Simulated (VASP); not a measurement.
Runs of VASP 6.6.1 on CaO. The structure is that of space group P6_3/mmc (No. 194), or close to it. The cells are those of the table. 

```tsv
level	cell	smearing	gap on the mesh (eV)	pressure (GPa)
PBE	a = 3.443, b = 3.443, c = 5.814 Å, angles 90.0, 90.0, 120.0°, 4 atoms	fermi-dirac 0.02 eV	3.86	-3.8
PBE	a = 3.402, b = 3.402, c = 5.791 Å, angles 90.0, 90.0, 120.0°, 4 atoms	fermi-dirac 0.02 eV	3.88	(a)
r2SCAN	a = 3.443, b = 3.443, c = 5.814 Å, angles 90.0, 90.0, 120.0°, 4 atoms	gaussian 0.01 eV	(b)	-6.1
r2SCAN	a = 3.402, b = 3.402, c = 5.791 Å, angles 90.0, 90.0, 120.0°, 4 atoms	gaussian 0.01 eV	4.45	-3.6
```

Alike in all rows: task single point; potentials or basis VASP PAW PBE potentials, release 64 (Ca_sv, O); no spin polarisation; k mesh 12 × 12 × 4; cutoff (eV) 520.

Estimate the missing entries.

(a) -1.3; (b) 4.43.

Caveats: the PAW data sets were made with another functional, which shifts forces and pressure a little (at least some runs); the stress differs along the axes, from -7 to 2 GPa (at least some runs); the stress differs along the axes, from -4 to 3 GPa (at least some runs); the stress differs along the axes, from -9 to -1 GPa (at least some runs); the stress differs along the axes, from -6 to 1 GPa (at least some runs).

A k mesh can miss the band edges.
